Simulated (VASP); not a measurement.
A run of VASP 6.6.1 is set up as follows.

Contents of INCAR:

```
PREC = Accurate
ENCUT = 520
EDIFF = 1E-6
ISMEAR = -1
SIGMA = 0.06122561905347299
LREAL = F
LASPH = T
NELM = 100
ALGO = Normal
ISIF = 2
LWAVE = F
LCHARG = T
GGA = PE
LELF = T
LVHAR = T
NBANDS = 16
```

File KPOINTS:

```
regular mesh
0
Gamma
  18 18 18
```

File POSCAR:

```
BrO2
1.0
    0.0000000000      2.6450647591      2.6450647591
    2.6450647591      0.0000000000      2.6450647591
    2.6450647591      2.6450647591      0.0000000000
Br O
1 2
Direct
    0.0000000000      0.0000000000      0.0000000000
    0.2500000000      0.2500000000      0.2500000000
    0.7500000000      0.7500000000      0.7500000000
```

Potentials or basis: VASP PAW PBE potentials, release 64 (Br, O).

The run is started by

```sh
$ cat potpaw_PBE.64/Br/POTCAR potpaw_PBE.64/O/POTCAR > POTCAR
$ mpirun -np 1 vasp_std > vasp.out
```

(1) What does it give for the pressure?

Answers

(1) -0.1 GPa.

Caveat: an odd number of electrons without spin polarisation forces a metal; a magnetic or distorted state may lie lower.
